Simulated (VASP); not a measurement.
**Au: single point with revPBE**

The system is Au.

```
Au
1.0
     0.00000    2.09275    2.09275
     2.09275    0.00000    2.09275
     2.09275    2.09275    0.00000
Au
1
Direct
  0.00000 0.00000 0.00000
```

* Program: VASP 6.6.1
* Task: single point
* Functional: revPBE
* Potentials or basis: VASP PAW PBE potentials, release 64 (Au)
* Cutoff: 500 eV
* k mesh: 7 × 7 × 7
* Occupations: fermi-dirac, width 0.1 eV
* Spin: no spin polarisation
* Dipole correction: no
* Further INCAR settings: ALGO = Normal; EDIFF = 1e-06; NBANDS = 12

| Quantity | Value |
| --- | --- |
| Pressure | -0.4 GPa |

Levels at points of the mesh, in eV from the Fermi level:
```csv
k point,band 4,band 5,band 6,band 7,band 8,band 9
"(0.00, 0.00, 0.00)",-4.13,-2.80,-2.80,14.78,18.38,18.38
```

Wall time 4.1 s on 1 thread of Intel(R) Xeon(R) Platinum 8375C CPU @ 2.90GHz (Ice Lake) (shared host), peak memory 0.14 GiB.

Caveat: the k points lie up to 0.37 Å⁻¹ apart; the PAW data sets were made with another functional, which shifts forces and pressure a little; spin-orbit coupling is left out, which moves the levels of the heavy elements.
